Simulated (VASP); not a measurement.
Write the native input for VASP 6.6.1 that does the following.

* Task: single point
* Functional: revPBE
* Potentials or basis: VASP PAW PBE potentials, release 64 (Na_pv)
* Cutoff: 520 eV
* k mesh: 8 × 8 × 8
* Occupations: fermi-dirac, width 0.1 eV
* Spin: no spin polarisation
* Dipole correction: no
* Further INCAR settings: ALGO = Normal; EDIFF = 1e-07; NBANDS = 14

The structure of Na lies in POSCAR:

```
Na
1.0
    0.0000000000      3.7139779151      3.7139779151
    3.7139779151      0.0000000000      3.7139779151
    3.7139779151      3.7139779151      0.0000000000
Na
2
Direct
    0.1250000000      0.1250000000      0.1250000000
    0.8750000000      0.8750000000      0.8750000000
```

This isn't the form of Na at room conditions, which is bcc.

These files were run (other wordings do the same):

INCAR

```
SYSTEM = Na
PREC = Accurate
ENCUT = 520
EDIFF = 1E-7
ISMEAR = -1
SIGMA = 0.1
LREAL = .False.
LASPH = .True.
NELM = 80
ALGO = Normal
ISIF = 2
LWAVE = .False.
LCHARG = .False.
GGA = RE
NBANDS = 14
```

KPOINTS

```
regular mesh
0
Gamma
  8 8 8
  0 0 0
```

Potentials or basis: VASP PAW PBE potentials, release 64 (Na_pv).

Launch:

```sh
$ cat potpaw_PBE.64/Na_pv/POTCAR > POTCAR
$ mpirun -np 1 vasp_std > vasp.out
```

Results of the run:

* Pressure: 0.4 GPa
* Band gap on the k mesh: zero (bands 7 and 8 overlap by 0.89 eV)

Caveat: the PAW data sets were made with another functional, which shifts forces and pressure a little.

It took 28 s on 1 thread of Intel(R) Xeon(R) Platinum 8259CL CPU @ 2.50GHz (Skylake/Cascade Lake) (shared host), peak memory 0.23 GiB.
